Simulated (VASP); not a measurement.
# Ta2N (P-3m1) in VASP: a series of runs

Runs on Ta2N. Level: PBEsol. Tasks: single point.

All numbers are computed with VASP 6.6.1; they aren't measurements. Logs are shortened: lines on timing, memory, paths and dates and some standing lists are left out, and cuts for length are marked.

### 1 The cell of the first run

It takes space group P-3m1 (No. 164, trigonal). The conventional cell has a = 3.078 Å, b = 3.078 Å, c = 4.486 Å, α = 90.00°, β = 90.00°, γ = 120.00°. Ta (site symmetry 3m) has 3 N at 2.11 Å and 6 Ta at 2.84 to 2.89 Å within 2.9 Å. Within 2.8 Å of N (site symmetry -3m) lie 6 Ta at 2.11 Å.

### 2 Single point, PBEsol (engineering shear strain xy +0.0000, normal strain along z -0.0700)

INCAR

```
SYSTEM = Ta2N
  ALGO = Normal
  EDIFF = 1E-6
  ENCUT = 520
  GGA = PS
  ISIF = 2
  ISMEAR = 0
  LASPH = .TRUE.
  LCHARG = .FALSE.
  LREAL = .FALSE.
  LWAVE = .FALSE.
  NBANDS = 20
  NELM = 60
  PREC = Accurate
  SIGMA = 0.15
```

KPOINTS

```
k-points
0
G
  15 15 8
  0 0 0
```

POSCAR

```
Ta2N
1.0
    3.0782595490      0.0000000000      0.0000000000
   -1.5391297745      2.6658509688      0.0000000000
    0.0000000000      0.0000000000      4.4862576314
Ta N
2 1
Direct
    0.6666666667      0.3333333333      0.7463700642
    0.3333333333      0.6666666667      0.2536299358
    0.0000000000      0.0000000000      0.0000000000
```

Potentials or basis: VASP PAW PBE potentials, release 64 (Ta_pv, N).

Launch:

```
$ cat potpaw_PBE.64/Ta_pv/POTCAR potpaw_PBE.64/N/POTCAR > POTCAR
$ mpirun -np 1 vasp_std > vasp.out
```

OUTCAR:

```text
SYSTEM = Ta2N
   EDIFF = 1E-6
   ENCUT = 520
   GGA = PS
   ISIF = 2
   ISMEAR = 0
   LASPH = .TRUE.
   LREAL = .FALSE.
   NELM = 60
   PREC = Accurate

 ion  position               nearest neighbor table
   1  0.667  0.333  0.746-   3 2.11   3 2.11   3 2.11   2 2.84   2 2.84   2 2.84   2 2.89   2 2.89
                             2 2.89
   2  0.333  0.667  0.254-   3 2.11   3 2.11   3 2.11   1 2.84   1 2.84   1 2.84   1 2.89   1 2.89
                             1 2.89
   3  0.000  0.000  0.000-   1 2.11   2 2.11   2 2.11   1 2.11   1 2.11   2 2.11

  LATTYP: Found a hexagonal cell.
 ALAT       =     3.0782595490
 C/A-ratio  =     1.4574007032

  Lattice vectors:

 A1 = (   3.0782595490,   0.0000000000,   0.0000000000)
 A2 = (  -1.5391297745,   2.6658509688,   0.0000000000)
 A3 = (   0.0000000000,   0.0000000000,   4.4862576314)

Analysis of symmetry for initial positions (statically):
=====================================================================
 Subroutine PRICEL returns:
 Original cell was already a primitive cell.

 Routine SETGRP: Setting up the symmetry group for a
 hexagonal supercell.

 Subroutine GETGRP returns: Found 12 space group operations
 (whereof 12 operations were pure point group operations)
 out of a pool of 24 trial point group operations.

The static configuration has the point symmetry D_3d.

Analysis of symmetry for dynamics (positions and initial velocities):
=====================================================================
 Subroutine PRICEL returns:
 Original cell was already a primitive cell.

 Routine SETGRP: Setting up the symmetry group for a
 hexagonal supercell.

 Subroutine GETGRP returns: Found 12 space group operations
 (whereof 12 operations were pure point group operations)
 out of a pool of 24 trial point group operations.

The dynamic configuration has the point symmetry D_3d.

 Subroutine INISYM returns: Found 12 space group operations
 (whereof 12 operations are pure point group operations),
 and found     1 'primitive' translations

----------------------------------------------------------------------------------------

                                     Primitive cell

  volume of cell :      36.8150

  direct lattice vectors                    reciprocal lattice vectors
     3.078259549  0.000000000  0.000000000     0.324858896  0.187557371  0.000000000
    -1.539129775  2.665850969  0.000000000     0.000000000  0.375114743  0.000000000
     0.000000000  0.000000000  4.486257631     0.000000000  0.000000000  0.222902937

  length of vectors
     3.078259549  3.078259549  4.486257631     0.375114743  0.375114743  0.222902937

  position of ions in fractional coordinates (direct lattice)
     0.666666667  0.333333333  0.746370064
     0.333333333  0.666666667  0.253629936
     0.000000000  0.000000000  0.000000000

  ion indices of the primitive-cell ions
   primitive index   ion index
                 1           1
                 2           2
                 3           3

----------------------------------------------------------------------------------------

 KPOINTS: k-points

Automatic generation of k-mesh.
 Grid dimensions read from file:
 generate k-points for:   15   15    8

 Generating k-lattice:

  Cartesian coordinates                     Fractional coordinates (reciprocal lattice)
     0.021657260  0.012503825  0.000000000     0.066666667 -0.000000000  0.000000000
     0.000000000  0.025007650  0.000000000     0.000000000  0.066666667  0.000000000
     0.000000000  0.000000000  0.027862867     0.000000000  0.000000000  0.125000000

  Length of vectors
     0.025007650  0.025007650  0.027862867

  Shift w.r.t. Gamma in fractional coordinates (k-lattice)
     0.000000000  0.000000000  0.000000000

 Subroutine IBZKPT returns following result:
 ===========================================

 Found    192 irreducible k-points:

 Following reciprocal coordinates:
            Coordinates               Weight
  0.000000  0.000000  0.000000      1.000000
  0.066667  0.000000  0.000000      6.000000
  0.133333  0.000000  0.000000      6.000000
  0.200000 -0.000000  0.000000      6.000000
  0.266667  0.000000  0.000000      6.000000
  0.333333 -0.000000  0.000000      6.000000
[... 16 lines left out ...]
  0.333333  0.200000  0.000000     12.000000
  0.400000  0.200000  0.000000      6.000000
 [... further k-points ...]
   k-points           NKPTS =    192   k-points in BZ     NKDIM =    192   number of bands    NBANDS=     20
   number of dos      NEDOS =    301   number of ions     NIONS =      3
   total plane-waves  NPLWV =  20736
   dimension x,y,z NGX =    24 NGY =   24 NGZ =   36
   dimension x,y,z NGXF=    48 NGYF=   48 NGZF=   72
   ions per type =               2   1
   NGX,Y,Z   is equivalent  to a cutoff of  12.96, 12.96, 13.34 a.u.
   NGXF,Y,Z  is equivalent  to a cutoff of  25.92, 25.92, 26.68 a.u.
 SYSTEM =  Ta2N
[... 80 lines left out ...]
      2     -26.4573      2.00000
      3     -26.4393      2.00000
      4     -26.2123      2.00000
      5     -26.1789      2.00000
      6     -25.8875      2.00000
[... 12 lines left out ...]
     19       9.9594      0.00000
     20      14.3881      0.00000

 k-point     3 :       0.1333    0.0000    0.0000
  band No.  band energies     occupation
      1     -27.3440      2.00000
      2     -26.5489      2.00000
      3     -26.4771      2.00000
      4     -26.3027      2.00000
      5     -26.1803      2.00000
      6     -25.9189      2.00000
[... 12 lines left out ...]
     19      11.0408      0.00000
     20      14.3387      0.00000

 k-point     4 :       0.2000   -0.0000    0.0000
  band No.  band energies     occupation
      1     -27.2578      2.00000
      2     -26.6856      2.00000
      3     -26.5290      2.00000
      4     -26.4278      2.00000
      5     -26.1859      2.00000
      6     -25.9711      2.00000
[... 12 lines left out ...]
     19      12.3237      0.00000
     20      14.0382      0.00000

 k-point     5 :       0.2667    0.0000    0.0000
  band No.  band energies     occupation
      1     -27.1497      2.00000
      2     -26.8418      2.00000
      3     -26.5846      2.00000
      4     -26.5617      2.00000
      5     -26.1958      2.00000
      6     -26.0426      2.00000
[... 12 lines left out ...]
     19      13.2452      0.00000
     20      14.0337      0.00000

 k-point     6 :       0.3333   -0.0000    0.0000
  band No.  band energies     occupation
      1     -27.0596      2.00000
      2     -26.9596      2.00000
      3     -26.6822      2.00000
      4     -26.6351      2.00000
      5     -26.2075      2.00000
      6     -26.1292      2.00000
[... 12 lines left out ...]
     19      13.3102      0.00000
     20      14.5310      0.00000

 k-point     7 :       0.4000   -0.0000    0.0000
  band No.  band energies     occupation
      1     -27.1320      2.00000
      2     -26.8856      2.00000
      3     -26.7715      2.00000
      4     -26.6730      2.00000
      5     -26.2200      2.00000
      6     -26.2179      2.00000
[... 12 lines left out ...]
     19      13.3408      0.00000
     20      13.8272      0.00000
[... 277 lines left out ...]
 k-point    20 :       0.4000    0.1333    0.0000
  band No.  band energies     occupation
      1     -27.1738      2.00000
      2     -26.8097      2.00000
      3     -26.7539      2.00000
      4     -26.7240      2.00000
      5     -26.3245      2.00000
      6     -26.3054      2.00000
[... 12 lines left out ...]
     19      13.3810      0.00000
     20      14.3098      0.00000

 k-point    21 :       0.2000    0.2000    0.0000
  band No.  band energies     occupation
      1     -27.0244      2.00000
      2     -26.9084      2.00000
      3     -26.8295      2.00000
      4     -26.5255      2.00000
      5     -26.3129      2.00000
      6     -26.1512      2.00000
[... 12 lines left out ...]
     19      13.9426      0.00000
     20      14.2558      0.00000

 k-point    22 :       0.2667    0.2000    0.0000
  band No.  band energies     occupation
      1     -27.0730      2.00000
      2     -26.8558      2.00000
      3     -26.8403      2.00000
      4     -26.6012      2.00000
      5     -26.3576      2.00000
      6     -26.2426      2.00000
[... 12 lines left out ...]
     19      13.6392      0.00000
     20      14.7741      0.00000

 k-point    23 :       0.3333    0.2000    0.0000
  band No.  band energies     occupation
      1     -27.1410      2.00000
      2     -26.8272      2.00000
      3     -26.7457      2.00000
      4     -26.6863      2.00000
      5     -26.3836      2.00000
      6     -26.3336      2.00000
[... 12 lines left out ...]
     19      13.3643      0.00000
     20      15.0765      0.00000

 k-point    24 :       0.4000    0.2000    0.0000
  band No.  band energies     occupation
      1     -27.1659      2.00000
      2     -26.7763      2.00000
      3     -26.7685      2.00000
      4     -26.6856      2.00000
      5     -26.3906      2.00000
      6     -26.3821      2.00000
[... 12 lines left out ...]
     19      13.1986      0.00000
     20      15.2523      0.00000

 [... further k-points ...]
[... 5 lines left out ...]
  --------------------------------------------------------------------------------------
  -------------------------------------------------------------------------------------
  Total        4.6417082      4.6417082      9.4473729      0.0000000     -0.0000000     -0.0000000
  in kB      202.0054597    202.0054597    411.1462430      0.0000000     -0.0000000     -0.0000000
  external PRESSURE =     271.7190541 kB  Pullay stress =       0.0000000 kB

 VOLUME and BASIS-vectors are now :
 -----------------------------------------------------------------------------
  energy-cutoff  :      520.00
  volume of cell :       36.82
      direct lattice vectors                 reciprocal lattice vectors
     3.078259549  0.000000000  0.000000000     0.324858896  0.187557371  0.000000000
    -1.539129775  2.665850969  0.000000000     0.000000000  0.375114743  0.000000000
     0.000000000  0.000000000  4.486257631     0.000000000  0.000000000  0.222902937

 POSITION                                       TOTAL-FORCE (eV/Angst)
 -----------------------------------------------------------------------------------
      1.53913      0.88862      3.34841         0.000000     -0.000000      0.058066
     -0.00000      1.77723      1.13785         0.000000      0.000000     -0.058066
      0.00000      0.00000      0.00000        -0.000000      0.000000      0.000000
 -----------------------------------------------------------------------------------
    total drift:                                0.000000     -0.000000      0.000000

  FREE ENERGIE OF THE ION-ELECTRON SYSTEM (eV)
  ---------------------------------------------------
  free  energy   TOTEN  =       -36.1643398845 eV

  energy  without entropy=      -36.1548465636  energy(sigma->0) =      -36.15959322
```

Run time: 40 s. Hardware: 1 thread of Intel Xeon 6975P-C (Granite Rapids), shared host; peak memory 0.25 GiB.

What came out:

| Item | Value |
| --- | --- |
| Free energy | -36.1643 eV |
| Pressure | 27.2 GPa |
| Largest force | 0.058 eV/Å |
| Band gap on the k mesh | zero (an odd number of electrons rules out a gap without spin polarisation) |

Forces on the atoms (eV/Å):
```
Ta   0.000  0.000  0.058
Ta   0.000  0.000 -0.058
N    0.000  0.000  0.000
```

Caveat: the cell differs from its parent crystal (engineering shear strain xy +0.0000, normal strain along z -0.0700); the cell stands under pressure; the PAW data sets were made with another functional, which shifts forces and pressure a little; spin-orbit coupling is left out, which moves the levels of the heavy elements.

### 3 Single point, PBEsol (engineering shear strain xy +0.0000, normal strain along z -0.0525)

INCAR

```
SYSTEM = Ta2N
PREC = Accurate
ENCUT = 520
EDIFF = 1E-7
ISMEAR = 0
SIGMA = 0.15
LREAL = .False.
LASPH = .True.
NELM = 80
ALGO = Normal
ISIF = 2
LWAVE = .False.
LCHARG = .True.
GGA = PS
LELF = .True.
LVHAR = .True.
NBANDS = 20
```

KPOINTS

```
Automatic mesh
0
Gamma
  15 15 8
  0 0 0
```

Edit POSCAR of step 2 so:

```diff
@@ -4,3 +4,3 @@
    -1.5391297745      2.6658509688      0.0000000000
-    0.0000000000      0.0000000000      4.4862576314
+    0.0000000000      0.0000000000      4.5706764578
 Ta N
```

Potentials or basis: VASP PAW PBE potentials, release 64 (Ta_pv, N).

Launch:

```
$ cat potpaw_PBE.64/Ta_pv/POTCAR potpaw_PBE.64/N/POTCAR > POTCAR
$ mpirun -np 1 vasp_std > vasp.out
```

Run time: 50 s. Hardware: 1 thread of Intel Xeon 6975P-C (Granite Rapids), shared host; peak memory 0.25 GiB.

The run converged. Its results:

```yaml
Free_energy: -36.3163 eV
Pressure: 19.5 GPa
Largest_force: 0.025 eV/Å
Band_gap_on_the_k_mesh: zero (an odd number of electrons rules out a gap without spin polarisation)
```

Forces in eV/Å, atoms in the order of the input:
```
Ta   0.000  0.000  0.025
Ta   0.000  0.000 -0.025
N    0.000  0.000  0.000
```

Stress tensor (GPa, compression positive):
```
14.70  0.00  0.00
 0.00 14.70  0.00
 0.00  0.00 29.19
```

Levels at points of the mesh, in eV from the Fermi level:
```tsv
k point	band 11	band 12	band 13	band 14	band 15	band 16
(0.00, 0.00, 0.00)	-4.68	-0.23	-0.23	-0.18	-0.05	-0.05
(0.00, 0.00, 0.50)	-2.59	-2.33	-1.48	-1.48	2.27	2.28
```

Caveat: the cell differs from its parent crystal (engineering shear strain xy +0.0000, normal strain along z -0.0525); the cell stands under pressure; the PAW data sets were made with another functional, which shifts forces and pressure a little; spin-orbit coupling is left out, which moves the levels of the heavy elements.

### 4 Single point, PBEsol (engineering shear strain xy +0.0000, normal strain along z -0.0350)

INCAR

```
PREC = Accurate
ENCUT = 520
EDIFF = 1E-6
ISMEAR = 0
SIGMA = 0.15
LREAL = F
LASPH = T
NELM = 80
ALGO = Normal
ISIF = 2
LWAVE = F
LCHARG = F
GGA = PS
NBANDS = 20
```

KPOINTS

```
regular mesh
0
Gamma
  15 15 8
```

Edit POSCAR of step 3 so:

```diff
@@ -4,3 +4,3 @@
    -1.5391297745      2.6658509688      0.0000000000
-    0.0000000000      0.0000000000      4.5706764578
+    0.0000000000      0.0000000000      4.6550952842
 Ta N
```

Launch:

```
$ cat potpaw_PBE.64/Ta_pv/POTCAR potpaw_PBE.64/N/POTCAR > POTCAR
$ mpirun -np 1 vasp_std > vasp.out
```

It took 39 s on 1 thread of Intel Xeon 6975P-C (Granite Rapids), shared host; peak memory 0.25 GiB.

The run converged. Its results:

* Free energy: -36.4194 eV
* Pressure: 12.6 GPa
* Band gap on the k mesh: zero (an odd number of electrons rules out a gap without spin polarisation)

Stress tensor (GPa, compression positive):
```
 9.63  0.00  0.00
 0.00  9.63  0.00
 0.00  0.00 18.50
```

Levels at points of the mesh, in eV from the Fermi level:
```
           k point  band 10  band 11  band 12  band 13  band 14  band 15  band 16  band 17
(0.00, 0.00, 0.00)    -6.55    -4.77    -0.38    -0.24    -0.24     0.06     0.06     0.40
(0.00, 0.00, 0.50)    -6.77    -2.70    -2.46    -1.38    -1.38     2.13     2.20     2.55
```

Caveat: the cell differs from its parent crystal (engineering shear strain xy +0.0000, normal strain along z -0.0350); the cell stands under pressure; the PAW data sets were made with another functional, which shifts forces and pressure a little; spin-orbit coupling is left out, which moves the levels of the heavy elements.

### 5 Single point, PBEsol (engineering shear strain xy +0.0000, normal strain along z -0.0175)

INCAR

```
SYSTEM = Ta2N
PREC = Accurate
ENCUT = 520
EDIFF = 1E-6
ISMEAR = 0
SIGMA = 0.15
LREAL = .False.
LASPH = .True.
NELM = 60
ALGO = Normal
ISIF = 2
LWAVE = .False.
LCHARG = .False.
GGA = PS
NBANDS = 20
```

KPOINTS

```
regular mesh
0
Gamma
  15 15 8
  0 0 0
```

Edit POSCAR of step 4 so:

```diff
@@ -4,3 +4,3 @@
    -1.5391297745      2.6658509688      0.0000000000
-    0.0000000000      0.0000000000      4.6550952842
+    0.0000000000      0.0000000000      4.7395141106
 Ta N
```

Launch:

```
$ cat potpaw_PBE.64/Ta_pv/POTCAR potpaw_PBE.64/N/POTCAR > POTCAR
$ mpirun -np 1 vasp_std > vasp.out
```

It took 44 s on 1 thread of Intel Xeon 6975P-C (Granite Rapids), shared host; peak memory 0.25 GiB.

The run converged. Its results:

* Free energy: -36.4788 eV
* Pressure: 6.3 GPa
* Largest force: 0.035 eV/Å
* Band gap on the k mesh: zero (an odd number of electrons rules out a gap without spin polarisation)

Forces on the atoms (eV/Å):
```
Ta   0.000  0.000 -0.035
Ta   0.000  0.000  0.035
N    0.000  0.000  0.000
```

Stress tensor (GPa, compression positive):
```
5.00 0.00 0.00
0.00 5.00 0.00
0.00 0.00 8.93
```

Levels at points of the mesh, in eV from the Fermi level:
| k point | band 10 | band 11 | band 12 | band 13 | band 14 | band 15 | band 16 | band 17 |
| --- | --- | --- | --- | --- | --- | --- | --- | --- |
| (0.00, 0.00, 0.00) | -6.40 | -4.84 | -0.55 | -0.26 | -0.26 | 0.17 | 0.17 | 0.38 |
| (0.00, 0.00, 0.50) | -6.60 | -2.81 | -2.57 | -1.27 | -1.27 | 2.00 | 2.13 | 2.44 |

Caveat: the cell differs from its parent crystal (engineering shear strain xy +0.0000, normal strain along z -0.0175); the cell stands under pressure; the PAW data sets were made with another functional, which shifts forces and pressure a little; spin-orbit coupling is left out, which moves the levels of the heavy elements.

### 6 Overview

| cell | gap on the mesh (eV) | pressure (GPa) | largest force (eV/Å) |
| --- | --- | --- | --- |
| a = 3.078, b = 3.078, c = 4.486 Å, angles 90.0, 90.0, 120.0°, 3 atoms | none | 27.2 | 0.06 |
| a = 3.078, b = 3.078, c = 4.571 Å, angles 90.0, 90.0, 120.0°, 3 atoms | none | 19.5 | 0.02 |
| a = 3.078, b = 3.078, c = 4.655 Å, angles 90.0, 90.0, 120.0°, 3 atoms | none | 12.6 | - |
| a = 3.078, b = 3.078, c = 4.740 Å, angles 90.0, 90.0, 120.0°, 3 atoms | none | 6.3 | 0.03 |

Alike in all rows: task single point; level PBEsol; potentials or basis VASP PAW PBE potentials, release 64 (Ta_pv, N); no spin polarisation; k mesh 15 × 15 × 8; cutoff (eV) 520; smearing gaussian 0.15 eV.

Caveats: the cell stands under pressure; the PAW data sets were made with another functional, which shifts forces and pressure a little; spin-orbit coupling is left out, which moves the levels of the heavy elements.

Absolute energies hang on the potentials; compare differences alone.
